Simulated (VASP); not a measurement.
# Si2Mo: relaxation of shape and atoms at fixed volume with r2SCAN+D4

Si2Mo:

```
Si Mo
1.0
    -1.59343    1.59343    3.88716
     1.59343   -1.59343    3.88716
     1.59343    1.59343   -3.88716
Si Mo
2 1
Cartesian
  0.0000 0.0000 2.6083
  0.0000 0.0000 5.1660
  0.0000 0.0000 0.0000
```

| Quantity | Value |
| --- | --- |
| Program | VASP 6.6.1 |
| Task | relaxation of shape and atoms at fixed volume |
| Functional | r2SCAN |
| Dispersion | D4 |
| Potentials or basis | VASP PAW PBE potentials, release 64 (Si, Mo_sv) |
| Cutoff | 600 eV |
| k mesh | 10 × 10 × 10 |
| Occupations | gaussian, width 0.05 eV |
| Spin | no spin polarisation |
| Dipole correction | no |
| Further INCAR settings | ALGO = Normal; EDIFF = 1e-07; IBRION = 2; EDIFFG = -0.01; NSW = 60; ISIF = 4 |

```json
{
 "Energy gained by relaxing": "0.1 meV/atom",
 "Ionic steps": "4",
 "Pressure after relaxing": "1.8 GPa",
 "Band gap on the k mesh": "zero (bands 11 and 12 overlap by 1.02 eV)",
 "Dispersion energy per atom": "-0.194 eV"
}
```

Step by step:
| step | energy change (eV) | largest force (eV/Å) | pressure (GPa) | volume (Å³) |
| --- | --- | --- | --- | --- |
| 1 | 0.0000 | 0.0491 | 1.88 | 39.48 |
| 2 | -0.0001 | 0.0030 | 1.76 | 39.48 |
| 3 | -0.0002 | 0.0135 | 1.80 | 39.48 |
| 4 | -0.0002 | 0.0010 | 1.79 | 39.48 |

Final structure:
```cif
data_structure
_symmetry_space_group_name_H-M 'P 1'
_symmetry_Int_Tables_number 1
_cell_length_a 4.4959
_cell_length_b 4.4959
_cell_length_c 4.4959
_cell_angle_alpha 138.506
_cell_angle_beta 138.506
_cell_angle_gamma 60.129
_cell_volume 39.48
loop_
_atom_site_label
_atom_site_type_symbol
_atom_site_fract_x
_atom_site_fract_y
_atom_site_fract_z
_atom_site_occupancy
Si1 Si 0.33520 0.33520 0.00000 1
Si2 Si 0.66480 0.66480 0.00000 1
Mo1 Mo 0.00000 0.00000 0.00000 1
```

Levels at points of the mesh, in eV from the Fermi level:
```csv
k point,band 9,band 10,band 11,band 12,band 13,band 14
"(0.00, 0.00, 0.00)",-2.75,-2.75,0.46,3.44,3.67,3.82
"(0.50, 0.00, 0.00)",-2.73,-2.62,-0.47,2.69,3.40,4.62
"(0.50, 0.50, 0.00)",-4.67,-3.21,-1.29,2.76,3.20,3.60
"(0.50, 0.50, 0.50)",-0.52,-0.52,-0.46,-0.46,0.61,5.32
```

It took 7.1 min on 1 thread of Intel(R) Xeon(R) 6975P-C (Granite Rapids), with other jobs on the host, peak memory 0.27 GiB.

Caveat: the PAW data sets were made with another functional, which shifts forces and pressure a little.
